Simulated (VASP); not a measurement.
Crystal: W.

```
W
1.0
     0.00000    2.03000    2.03000
     2.03000    0.00000    2.03000
     2.03000    2.03000    0.00000
W
1
Direct
  0.00000 0.00000 0.00000
```

Base run:

* Program: VASP 6.6.1
* Functional: r2SCAN
* Potentials or basis: VASP PAW PBE potentials, release 64 (W_sv)
* Cutoff: 520 eV
* k mesh: 11 × 11 × 11
* Occupations: fermi-dirac, width 0.05 eV
* Spin: no spin polarisation

Its results: band gap on the k mesh zero (band 7 reaches 12.60 eV, above the bottom of band 8 at 9.52 eV); pressure -8.4 GPa.

The run is repeated on the same cell with these changes: functional from r2SCAN to PBE. What comes out?

Band gap on the k mesh zero (band 7 reaches 12.79 eV, above the bottom of band 8 at 9.69 eV); pressure -4.5 GPa.

Caveats: spin-orbit coupling is left out, which moves the levels of the heavy elements; the PAW data sets were made with another functional, which shifts forces and pressure a little (some runs).
